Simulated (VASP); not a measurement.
Here is a VASP 6.6.1 calculation.

The input INCAR:

```
SYSTEM = Si7C
PREC = Accurate
ENCUT = 600
EDIFF = 1E-7
ISMEAR = 0
SIGMA = 0.1
LREAL = .False.
LASPH = .True.
NELM = 120
ALGO = Normal
ISIF = 3
LWAVE = .False.
LCHARG = .False.
GGA = PS
IBRION = 2
NSW = 100
EDIFFG = -0.05
GGA_COMPAT = .False.
NELMIN = 4
```

KPOINTS

```
Automatic mesh
0
Gamma
  6 6 4
  0 0 0
```

Contents of POSCAR:

```
Si7C
1.0
    0.0000000000     -2.5990000000     -2.5990000000
    2.5990000000      5.1980000000     -2.5990000000
    5.1980000000     -2.5990000000      2.5990000000
C Si
1 7
Direct
    0.7500000000      0.5000000000      0.2500000000
    0.5000000000      0.0000000000      0.5000000000
    0.2500000000      0.5000000000      0.7500000000
    0.0000000000      0.0000000000      0.0000000000
    0.8125000000      0.6250000000      0.9375000000
    0.5625000000      0.1250000000      0.1875000000
    0.3125000000      0.6250000000      0.4375000000
    0.0625000000      0.1250000000      0.6875000000
```

Potentials or basis: VASP PAW PBE potentials, release 64 (C, Si).

Launch:

```sh
$ cat potpaw_PBE.64/C/POTCAR potpaw_PBE.64/Si/POTCAR > POTCAR
$ mpirun -np 1 vasp_std > vasp.out
```

Problem. Estimate the space group after relaxing (to 0.1 Å).

Solution. Cm (No. 8).

Problem. Predict the relaxed cell.

Solution. a = 3.634 Å, b = 6.338 Å, c = 6.340 Å, α = 99.76°, β = 90.00°, γ = 106.66°.

Problem. Predict the band gap on the k mesh.

Solution. Zero (bands 16 and 17 overlap by 0.36 eV).

Step by step:
```csv
step,energy change (eV),largest force (eV/Å),pressure (GPa),volume (Å³)
1,0.0000,3.9996,3.03,140.45
2,-1.2323,1.5928,-5.15,147.31
3,-1.3044,1.0398,-6.78,149.32
4,-1.6830,1.0959,2.49,135.19
5,-1.7320,1.0704,-0.24,138.46
6,-1.8133,0.2824,0.27,137.39
7,-1.8156,0.3327,0.40,137.17
8,-1.8248,0.2100,-0.30,137.94
9,-1.8249,0.2216,-0.38,138.03
10,-1.8315,0.1762,-0.09,137.61
11,-1.8324,0.1554,0.06,137.39
12,-1.8349,0.0679,0.13,137.35
13,-1.8349,0.0729,0.13,137.35
14,-1.8354,0.0300,-0.11,137.67
```

Caveat: semilocal functionals underestimate gaps, and a narrow one can read as zero; the PAW data sets were made with another functional, which shifts forces and pressure a little; the relaxation stopped at a loose force limit of 0.05 eV/Å, so its end isn't a converged minimum.
